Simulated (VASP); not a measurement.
# YH3O3 (P6_3/m) in VASP: electric field gradients with r2SCAN

Aim: the electric field gradients of YH3O3 with r2SCAN.

Program: VASP 6.6.1. These are calculated values, not measurements. Logs are shortened: lines on timing, memory, paths and dates and some standing lists are left out, and cuts for length are marked.

## 1. The cell of the first run

Symmetry: P6_3/m, No. 176, hexagonal system. Conventional cell: a = 6.363 Å, b = 6.363 Å, c = 3.553 Å, α = 90.00°, β = 90.00°, γ = 120.00°. Within 3.2 Å of Y (site symmetry -6) lie 9 O at 2.43 to 2.49 Å and 9 H at 2.78 to 3.19 Å. H (site symmetry m) has 1 O at 0.97 Å within 1.3 Å. O (site symmetry m) has 1 H at 0.97 Å within 1.3 Å.

## 2. Electric field gradients, r2SCAN

File POSCAR:

```
YH3O3
1.0
    6.3631176383      0.0000000000      0.0000000000
   -3.1815588192      5.5106215220      0.0000000000
    0.0000000000      0.0000000000      3.5526140000
Y H O
2 6 6
Direct
    0.3333333333      0.6666666667      0.2500000000
    0.6666666667      0.3333333333      0.7500000000
    0.8615549900      0.1401589900      0.2500000000
    0.7213960000      0.8615549900      0.7500000000
    0.2786040000      0.1384450100      0.2500000000
    0.1384450100      0.8598410100      0.7500000000
    0.1401589900      0.2786040000      0.7500000000
    0.8598410100      0.7213960000      0.2500000000
    0.6031529900      0.6886869900      0.7500000000
    0.6886869900      0.0855340000      0.2500000000
    0.3968470100      0.3113130100      0.2500000000
    0.3113130100      0.9144660000      0.7500000000
    0.0855340000      0.3968470100      0.7500000000
    0.9144660000      0.6031529900      0.2500000000
```

File INCAR.step1:

```
PREC = Accurate
ENCUT = 520
ISMEAR = -1
SIGMA = 0.02
LREAL = F
LASPH = T
NELM = 60
NBANDS = 45
GGA = PE
ALGO = Normal
EDIFF = 1E-4
LWAVE = T
LCHARG = F
```

File INCAR.step2:

```
PREC = Accurate
ENCUT = 520
EDIFF = 1E-8
ISMEAR = -1
SIGMA = 0.02
LREAL = F
LASPH = T
NELM = 60
ALGO = Normal
ISIF = 2
LWAVE = F
LCHARG = F
METAGGA = R2SCAN
LMIXTAU = T
LEFG = T
NBANDS = 45
ISTART = 1
```

File KPOINTS:

```
regular mesh
0
Gamma
  4 4 6
```

Potentials or basis: VASP PAW PBE potentials, release 64 (Y_sv, H, O).

The run is started by

```console
cat potpaw_PBE.64/Y_sv/POTCAR potpaw_PBE.64/H/POTCAR potpaw_PBE.64/O/POTCAR > POTCAR
cp INCAR.step1 INCAR
mpirun -np 1 vasp_std > vasp.out
cp INCAR.step2 INCAR
mpirun -np 1 vasp_std > vasp.out
```

OUTCAR:

```text
PREC = Accurate
   ENCUT = 520
   EDIFF = 1E-8
   ISMEAR = -1
   LREAL = F
   LASPH = T
   NELM = 60
   ISIF = 2
   METAGGA = R2SCAN
   ISTART = 1

 ion  position               nearest neighbor table
   1  0.333  0.667  0.250-  12 2.43  12 2.43  13 2.43  13 2.43   9 2.43   9 2.43  14 2.49  10 2.49
                            11 2.49   2 4.08   2 4.08   2 4.08   2 4.08   2 4.08   2 4.08
   2  0.667  0.333  0.750-  10 2.43  10 2.43  14 2.43  14 2.43  11 2.43  11 2.43  13 2.49  12 2.49
                             9 2.49   1 4.08   1 4.08   1 4.08   1 4.08   1 4.08   1 4.08
   3  0.862  0.140  0.250-  10 0.97
   4  0.721  0.862  0.750-   9 0.97
   5  0.279  0.138  0.250-  11 0.97
   6  0.138  0.860  0.750-  12 0.97
   7  0.140  0.279  0.750-  13 0.97
   8  0.860  0.721  0.250-  14 0.97
   9  0.603  0.689  0.750-   4 0.97   1 2.43   1 2.43   2 2.49
  10  0.689  0.086  0.250-   3 0.97   2 2.43   2 2.43   1 2.49
  11  0.397  0.311  0.250-   5 0.97   2 2.43   2 2.43   1 2.49
  12  0.311  0.914  0.750-   6 0.97   1 2.43   1 2.43   2 2.49
  13  0.086  0.397  0.750-   7 0.97   1 2.43   1 2.43   2 2.49
  14  0.914  0.603  0.250-   8 0.97   2 2.43   2 2.43   1 2.49

  LATTYP: Found a hexagonal cell.
 ALAT       =     6.3631176383
 C/A-ratio  =     0.5583134246

  Lattice vectors:

 A1 = (   6.3631176383,   0.0000000000,   0.0000000000)
 A2 = (  -3.1815588192,   5.5106215220,   0.0000000000)
 A3 = (   0.0000000000,   0.0000000000,   3.5526140000)

Analysis of symmetry for initial positions (statically):
=====================================================================
 Subroutine PRICEL returns:
 Original cell was already a primitive cell.

 Routine SETGRP: Setting up the symmetry group for a
 hexagonal supercell.

 Subroutine GETGRP returns: Found 12 space group operations
 (whereof  6 operations were pure point group operations)
 out of a pool of 24 trial point group operations.

The static configuration has the point symmetry S_6 .
 The point group associated with its full space group is C_6h.

Analysis of symmetry for dynamics (positions and initial velocities):
=====================================================================
 Subroutine PRICEL returns:
 Original cell was already a primitive cell.

 Routine SETGRP: Setting up the symmetry group for a
 hexagonal supercell.

 Subroutine GETGRP returns: Found 12 space group operations
 (whereof  6 operations were pure point group operations)
 out of a pool of 24 trial point group operations.

The dynamic configuration has the point symmetry S_6 .
 The point group associated with its full space group is C_6h.

 Subroutine INISYM returns: Found 12 space group operations
 (whereof  6 operations are pure point group operations),
 and found     1 'primitive' translations

----------------------------------------------------------------------------------------

                                     Primitive cell

  volume of cell :     124.5715

  direct lattice vectors                    reciprocal lattice vectors
     6.363117638  0.000000000  0.000000000     0.157155668  0.090733867  0.000000000
    -3.181558819  5.510621522  0.000000000     0.000000000  0.181467734  0.000000000
     0.000000000  0.000000000  3.552614000     0.000000000  0.000000000  0.281482874

  length of vectors
     6.363117638  6.363117638  3.552614000     0.181467734  0.181467734  0.281482874

  position of ions in fractional coordinates (direct lattice)
     0.333333333  0.666666667  0.250000000
     0.666666667  0.333333333  0.750000000
     0.861554990  0.140158990  0.250000000
     0.721396000  0.861554990  0.750000000
     0.278604000  0.138445010  0.250000000
     0.138445010  0.859841010  0.750000000
     0.140158990  0.278604000  0.750000000
     0.859841010  0.721396000  0.250000000
     0.603152990  0.688686990  0.750000000
     0.688686990  0.085534000  0.250000000
[... 115 lines left out ...]
 non-spin polarized calculation
  energy-cutoff  :      520.00
  volume of cell :      124.57
 maximum number of plane-waves:      3379
 NGX is ok and might be reduce to    48
   NGX = 23   NGY = 23   NGZ = 13

 number of electron      64.0000007 magnetization

 Free energy of the ion-electron system (eV)
  ---------------------------------------------------
  ext. energy  EPLUGINS =         0.00000000
  ---------------------------------------------------
  free energy    TOTEN  =      -126.64000504 eV

  energy without entropy =     -126.64000504  energy(sigma->0) =     -126.64000504

 E-fermi :   1.1308     XC(G=0): -10.6381

 val. band max:        0.6738966114   @ k =   0.0000   0.0000   0.0000
 cond. band min:       4.9691667021   @ k =   0.0000   0.0000   0.0000
 fundamental gap:      4.2952700908
 Fermi energy:         1.1308402931

 k-point     1 :       0.0000    0.0000    0.0000
  band No.  band energies     occupation
      1     -40.5237      2.00000
      2     -40.5039      2.00000
      3     -20.4280      2.00000
      4     -20.4280      2.00000
      5     -20.0845      2.00000
      6     -20.0845      2.00000
[... 741 lines left out ...]
     43       9.9360      0.00000
     44       9.9360      0.00000
 [bands above 44 left out]

------------------------ aborting loop because EDIFF is reached ----------------------------------------

  FORCE on cell =-STRESS in cart. coord.  units (eV):
  Direction    XX          YY          ZZ          XY          YZ          ZX
  --------------------------------------------------------------------------------------
  -------------------------------------------------------------------------------------
  Total       -3.5498677     -3.5498677     -2.6002857      0.0000011      0.0000000      0.0000000
  in kB      -45.6566661    -45.6566661    -33.4436055      0.0000144      0.0000000      0.0000000
  external PRESSURE =     -41.5856459 kB  Pullay stress =       0.0000000 kB

 VOLUME and BASIS-vectors are now :
 -----------------------------------------------------------------------------
  energy-cutoff  :      520.00
  volume of cell :      124.57
      direct lattice vectors                 reciprocal lattice vectors
     6.363117638  0.000000000  0.000000000     0.157155668  0.090733867  0.000000000
    -3.181558819  5.510621522  0.000000000     0.000000000  0.181467734  0.000000000
     0.000000000  0.000000000  3.552614000     0.000000000  0.000000000  0.281482874

 POSITION                                       TOTAL-FORCE (eV/Angst)
 -----------------------------------------------------------------------------------
     -0.00000      3.67375      0.88815        -0.000000     -0.000000     -0.000000
      3.18156      1.83687      2.66446        -0.000000     -0.000000      0.000000
      5.03625      0.77236      0.88815        -0.352413     -0.117445     -0.000000
      1.84924      4.74770      2.66446        -0.074496     -0.363921     -0.000000
      1.33232      0.76292      0.88815         0.074496      0.363921     -0.000000
     -1.85469      4.73826      2.66446         0.352413      0.117445     -0.000000
      0.00545      1.53528      2.66446        -0.277916      0.246476     -0.000000
      3.17611      3.97534      0.88815         0.277916     -0.246476     -0.000000
      1.64684      3.79509      2.66446        -0.012991      0.280705     -0.000000
      4.11006      0.47135      0.88815         0.236602      0.151603     -0.000000
      1.53472      1.71553      0.88815         0.012991     -0.280705      0.000000
     -0.92851      5.03928      2.66446        -0.236602     -0.151603      0.000000
     -0.71833      2.18687      2.66446         0.249593     -0.129102      0.000000
      3.89989      3.32375      0.88815        -0.249593      0.129102      0.000000
 -----------------------------------------------------------------------------------
    total drift:                               -0.000001      0.000000     -0.000000

  FREE ENERGIE OF THE ION-ELECTRON SYSTEM (eV)
  ---------------------------------------------------
  free  energy   TOTEN  =      -126.6400050389 eV

  energy  without entropy=     -126.6400050389  energy(sigma->0) =     -126.64000504

 Electric field gradients (V/A^2)
---------------------------------------------------------------------
 ion       V_xx      V_yy      V_zz      V_xy      V_xz      V_yz
---------------------------------------------------------------------
   1      21.974    21.975   -43.949     0.000    -0.000     0.000
   2      21.974    21.975   -43.949     0.000     0.000    -0.000
   3      36.606   -15.330   -21.277    17.566    -0.000    -0.000
   4     -17.559    38.837   -21.278    13.707    -0.000     0.000
   5     -17.559    38.837   -21.278    13.707     0.000    -0.000
   6      36.606   -15.330   -21.277    17.566     0.000     0.000
   7      12.867     8.412   -21.278   -31.271     0.000    -0.000
   8      12.867     8.412   -21.278   -31.271    -0.000     0.000
   9     -47.173   113.413   -66.240    47.048    -0.000     0.000
  10     114.014   -47.774   -66.240    46.010    -0.000     0.000
  11     -47.173   113.413   -66.240    47.048     0.000    -0.000
  12     114.014   -47.774   -66.240    46.010     0.000    -0.000
  13      32.522    33.718   -66.240   -93.063    -0.000    -0.000
  14      32.522    33.718   -66.240   -93.063     0.000     0.000
---------------------------------------------------------------------

 Electric field gradients after diagonalization (V/A^2)
 (convention: |V_zz| > |V_xx| > |V_yy|)
----------------------------------------------------------------------
 ion       V_xx      V_yy      V_zz     asymmetry (V_yy - V_xx)/ V_zz
----------------------------------------------------------------------
   1      21.975    21.974   -43.949       0.000
   2      21.975    21.974   -43.949       0.000
   3     -21.277   -20.713    41.990       0.013
   4     -21.278   -20.714    41.992       0.013
   5     -21.278   -20.714    41.992       0.013
   6     -21.277   -20.713    41.990       0.013
   7     -21.278   -20.711    41.990       0.014
   8     -21.278   -20.711    41.990       0.014
   9     -66.240   -59.942   126.182       0.050
  10     -66.240   -59.943   126.183       0.050
  11     -66.240   -59.942   126.182       0.050
  12     -66.240   -59.943   126.183       0.050
  13     -66.240   -59.945   126.185       0.050
  14     -66.240   -59.945   126.185       0.050
----------------------------------------------------------------------

           NMR quadrupolar parameters

 Cq : quadrupolar parameter    Cq=e*Q*V_zz/h
 eta: asymmetry parameters     (V_yy - V_xx)/ V_zz
 Q  : nuclear electric quadrupole moment in mb (millibarn)
----------------------------------------------------------------------
 ion       Cq(MHz)       eta       Q (mb)
----------------------------------------------------------------------
   1      -0.106       0.000       1.000
   2      -0.106       0.000       1.000
   3       0.102       0.013       1.000
   4       0.102       0.013       1.000
   5       0.102       0.013       1.000
   6       0.102       0.013       1.000
   7       0.102       0.014       1.000
   8       0.102       0.014       1.000
   9       0.305       0.050       1.000
  10       0.305       0.050       1.000
  11       0.305       0.050       1.000
  12       0.305       0.050       1.000
  13       0.305       0.050       1.000
  14       0.305       0.050       1.000
----------------------------------------------------------------------
```

Wall time 5.2 min (1 thread of Intel Xeon Platinum 8375C at 2.90GHz (Ice Lake), shared host); peak memory 0.31 GiB.

What came out:

```
Free energy            : -126.6400 eV
Pressure               : -4.2 GPa
Largest force          : 0.371 eV/Å
Band gap on the k mesh : 4.30 eV, direct
```

Forces in eV/Å, atoms in the order of the input:
```
Y    0.000  0.000  0.000
Y    0.000  0.000  0.000
H   -0.352 -0.117  0.000
H   -0.074 -0.364  0.000
H    0.074  0.364  0.000
H    0.352  0.117  0.000
H   -0.278  0.246  0.000
H    0.278 -0.246  0.000
O   -0.013  0.281  0.000
O    0.237  0.152  0.000
O    0.013 -0.281  0.000
O   -0.237 -0.152  0.000
O    0.250 -0.129  0.000
O   -0.250  0.129  0.000
```

Levels at points of the mesh, in eV from the valence-band top:
```csv
k point,band 29,band 30,band 31,band 32,band 33,band 34,band 35,band 36
"(0.00, 0.00, 0.00)",-1.30,-0.73,-0.73,0.00,4.30,6.07,6.66,6.66
"(0.50, 0.00, 0.00)",-1.11,-0.72,-0.66,-0.45,5.15,6.59,6.82,6.90
"(0.00, 0.00, 0.50)",-0.93,-0.93,-0.93,-0.93,6.64,6.64,7.57,7.57
"(0.50, 0.00, 0.50)",-1.14,-1.14,-0.67,-0.67,6.59,6.59,7.98,7.98
```

Electric field gradients, principal values (V/Å²):
| atom | least | middle | greatest (by size) |
| --- | --- | --- | --- |
| 1 Y | 21.974 | 21.975 | -43.949 |
| 2 Y | 21.974 | 21.975 | -43.949 |
| 3 H | -20.713 | -21.277 | 41.990 |
| 4 H | -20.714 | -21.278 | 41.992 |
| 5 H | -20.714 | -21.278 | 41.992 |
| 6 H | -20.713 | -21.277 | 41.990 |
| 7 H | -20.711 | -21.278 | 41.990 |
| 8 H | -20.711 | -21.278 | 41.990 |
| 9 O | -59.942 | -66.240 | 126.182 |
| 10 O | -59.943 | -66.240 | 126.183 |
| 11 O | -59.942 | -66.240 | 126.182 |
| 12 O | -59.943 | -66.240 | 126.183 |
| 13 O | -59.945 | -66.240 | 126.185 |
| 14 O | -59.945 | -66.240 | 126.185 |

Caveat: without QUAD_EFG the Cq values of the log hold for a quadrupole moment of 1 mb, not for the nuclei; the PAW data sets were made with another functional, which shifts forces and pressure a little. A k mesh can miss the band edges.
